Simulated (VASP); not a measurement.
Wanted: the native input for a VASP 6.6.1 run.

```yaml
Task: electric field gradients
Functional: LDA
Potentials_or_basis: VASP PAW LDA potentials, release 64 (Ti_sv, Ag)
Cutoff: 520 eV
k_mesh: 9 × 9 × 9
Occupations: fermi-dirac, width 0.08 eV
Spin: no spin polarisation
Dipole_correction: no
Further_INCAR_settings: ALGO = Normal; EDIFF = 1e-08; NBANDS = 32
```

The structure of Ti3Ag lies in POSCAR:

```
Ti3Ag
1.0
    4.1451300000      0.0000000000      0.0000000000
    0.0000000000      4.1451300000      0.0000000000
    0.0000000000      0.0000000000      3.9500000000
Ti Ag
3 1
Direct
    0.0000000000      0.5000000000      0.5000000000
    0.5000000000      0.0000000000      0.5000000000
    0.5000000000      0.5000000000      0.0000000000
    0.0000000000      0.0000000000      0.0000000000
```

This cell differs from its parent crystal: equal xx and yy strain of -1 %.

The input as run:

INCAR

```
SYSTEM = Ti3Ag
PREC = Accurate
ENCUT = 520
EDIFF = 1E-8
ISMEAR = -1
SIGMA = 0.08
LREAL = .FALSE.
LASPH = .TRUE.
NELM = 100
ALGO = Normal
ISIF = 2
LWAVE = .FALSE.
LCHARG = .FALSE.
GGA = CA
LEFG = .TRUE.
NBANDS = 32
```

KPOINTS

```
regular mesh
0
G
  9 9 9
  0 0 0
```

Potentials or basis: VASP PAW LDA potentials, release 64 (Ti_sv, Ag).

The run is started by

```bash
$ cat potpaw_LDA.64/Ti_sv/POTCAR potpaw_LDA.64/Ag/POTCAR > POTCAR
$ mpirun -np 1 vasp_std > vasp.out
```

Results of the run:

```json
{
 "Pressure": "-7.8 GPa"
}
```

Caveat: the cell differs from its parent crystal (equal xx and yy strain of -1 %); without QUAD_EFG the Cq values of the log hold for a quadrupole moment of 1 mb, not for the nuclei.

It took 5.3 min on 1 thread of AMD EPYC 7R13, with other jobs on the host, peak memory 0.23 GiB.
